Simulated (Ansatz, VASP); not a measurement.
# C: VASP beside Ansatz

```
C
1.0
     0.00000    1.64073    1.92607
     1.64073    0.00000    1.92607
     1.64073    1.64073    0.00000
C
2
Direct
  0.50000 0.50000 0.50000
  0.75000 0.75000 0.75000
```

Change from the starting cell: strain -0.080 along x and y, +0.080 along z, atoms carried along.

Alike in both runs: task single point; functional PBE; k mesh 12 × 12 × 12; occupations gaussian, width 0.05 eV; no spin polarisation.

|  | VASP | Ansatz |
| --- | --- | --- |
| version | VASP 6.6.1 | Ansatz 0.2.0 |
| potentials or method | VASP PAW PBE potentials, release 64 (C), cutoff 520 eV | scalar-relativistic, plane waves, PAW |
| valence electrons in the cell | 8 | 8 |

|  | VASP | Ansatz | Ansatz less VASP |
| --- | --- | --- | --- |
| gap on the k mesh at the Fermi level (eV) | 2.23 | 2.24 | +0.012 |
| least direct gap on the mesh (eV) | 4.39 | 4.40 | +0.008 |
| pressure (GPa) | 49.7 | 48.7 | -0.96 |
| traceless stress, the component that is largest in VASP (GPa) | -126.33 | -126.41 | -0.085 |

Both programs put the cell under a high pressure, so it lies far from rest at this level. The functional is the same, so the differences come from potentials, cutoffs and numerics.
